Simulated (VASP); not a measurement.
Input of a VASP 6.6.1 run:

The input POSCAR:

```
C
1.0
    0.0000000000      1.7801241434      1.7801241434
    1.7801241434      0.0000000000      1.7801241434
    1.7801241434      1.7801241434      0.0000000000
C
2
Direct
    0.0000000000      0.0000000000      0.0000000000
    0.2500000000      0.2500000000      0.2500000000
```

File INCAR.step1:

```
PREC     = Accurate       # precision mode
ENCUT    = 500            # plane-wave cutoff, eV
EDIFF    = 1E-8           # SCF threshold, eV
ISMEAR   = 0              # smearing method
SIGMA    = 0.01           # smearing width, eV
LREAL    = False          # projectors in reciprocal space
LASPH    = True           # aspherical terms in the spheres
NELM     = 60             # most SCF steps
ALGO     = Normal         # electronic algorithm
LWAVE    = True           # write WAVECAR
LCHARG   = False          # write CHGCAR
GGA      = PE             # functional
```

INCAR.step2

```
PREC     = Accurate       # precision mode
ENCUT    = 500            # plane-wave cutoff, eV
EDIFF    = 1E-8           # SCF threshold, eV
ISMEAR   = 0              # smearing method
SIGMA    = 0.01           # smearing width, eV
LREAL    = False          # projectors in reciprocal space
LASPH    = True           # aspherical terms in the spheres
NELM     = 1              # most SCF steps
ALGO     = Exact          # electronic algorithm
LWAVE    = True           # write WAVECAR
LCHARG   = False          # write CHGCAR
GGA      = PE             # functional
NBANDS   = 34             # bands
LOPTICS  = True           # frequency-dependent dielectric function
ISTART   = 1
```

The input INCAR.step3:

```
PREC     = Accurate       # precision mode
ENCUT    = 500            # plane-wave cutoff, eV
EDIFF    = 1E-8           # SCF threshold, eV
ISMEAR   = 0              # smearing method
SIGMA    = 0.01           # smearing width, eV
LREAL    = False          # projectors in reciprocal space
LASPH    = True           # aspherical terms in the spheres
ALGO     = EVGW0          # electronic algorithm
LWAVE    = False          # write WAVECAR
LCHARG   = False          # write CHGCAR
GGA      = PE             # functional
NELMGW   = 1            
NBANDS   = 34             # bands
ENCUTGW  = 80.0           # cutoff of the response function
NOMEGA   = 48             # frequency points
PRECFOCK = Fast         
ISTART   = 1            
NBANDSGW = 12
```

KPOINTS

```
Automatic mesh
0
Gamma
  6 6 6
```

Potentials or basis: VASP PAW PBE potentials, release 64 (C_GW).

Command:

```sh
$ cat potpaw_PBE.64/C_GW/POTCAR > POTCAR
$ cp INCAR.step1 INCAR
$ mpirun -np 1 vasp_std > vasp.out
$ cp INCAR.step2 INCAR
$ mpirun -np 1 vasp_std > vasp.out
$ cp INCAR.step3 INCAR
$ mpirun -np 1 vasp_std > vasp.out
```

Q: Estimate the quasiparticle gap.

A: 5.17 eV.

Q: Predict the least direct quasiparticle gap.

A: 7.10 eV.

Q: Predict the band gap on the k mesh, mean-field level.

A: 4.17 eV, indirect (least direct gap 5.61 eV).

Caveat: the k points lie up to 0.51 Å⁻¹ apart; bands, screening cutoff and mesh are small and nothing is extrapolated, so the quasiparticle values aren't converged. A k mesh can miss the band edges.
